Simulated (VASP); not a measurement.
Wanted: the native input for a VASP 6.6.1 run.

```yaml
Task: single point
Functional: PBE
Potentials_or_basis: VASP PAW PBE potentials, release 64 (Fe_sv, O)
Cutoff: 600 eV
k_mesh: 11 × 11 × 11
Occupations: fermi-dirac, width 0.05 eV
Spin: collinear spin, ferromagnetic start
Starting_moments: "[3.0, 0.0] μB"
Dipole_correction: no
Second_run: valence_matched
Further_INCAR_settings: ALGO = Normal; EDIFF = 1e-06; NBANDS = 22
```

The structure of FeO (Wuestite) lies in POSCAR:

```
FeO
1.0
    0.0000000000      2.1409337923      2.1409337923
    2.1409337923      0.0000000000      2.1409337923
    2.1409337923      2.1409337923      0.0000000000
Fe O
1 1
Direct
    0.0000000000      0.0000000000      0.0000000000
    0.5000000000      0.5000000000      0.5000000000
```

One way to write it, as run:

INCAR

```
PREC = Accurate ; ENCUT = 600
EDIFF = 1E-6 ; ISMEAR = -1
SIGMA = 0.05 ; LREAL = False
LASPH = True ; NELM = 200
ALGO = Normal ; ISIF = 2
LWAVE = False ; LCHARG = True
ISPIN = 2 ; MAGMOM = 3 0
LORBIT = 11 ; LMAXMIX = 4
GGA = PE ; LELF = True
LVHAR = True ; NBANDS = 22
GGA_COMPAT = False
```

KPOINTS

```
regular mesh
0
Gamma
  11 11 11
```

Potentials or basis: VASP PAW PBE potentials, release 64 (Fe_sv, O).

The run is started by

```console
$ cat potpaw_PBE.64/Fe_sv/POTCAR potpaw_PBE.64/O/POTCAR > POTCAR
$ mpirun -np 1 vasp_std > vasp.out
```

Results of the run:

- Pressure: 1.3 GPa
- Band gap on the k mesh: zero (filled and empty bands overlap)
- Net moment: 4.00 μB per cell
- Site moments: Fe +3.48; O +0.30 μB
- Valence electrons inside the program's atomic spheres: Fe 13.62; O 5.00

Caveat: a cell with one magnetic atom can't hold antiferromagnetic order, which such compounds often take; semilocal functionals often make such compounds metallic where correlation or magnetic order opens a gap, which also shifts bond lengths.

Wall time 29 s on 1 thread of Intel(R) Xeon(R) Platinum 8488C (Sapphire Rapids) (shared host), peak memory 0.17 GiB.
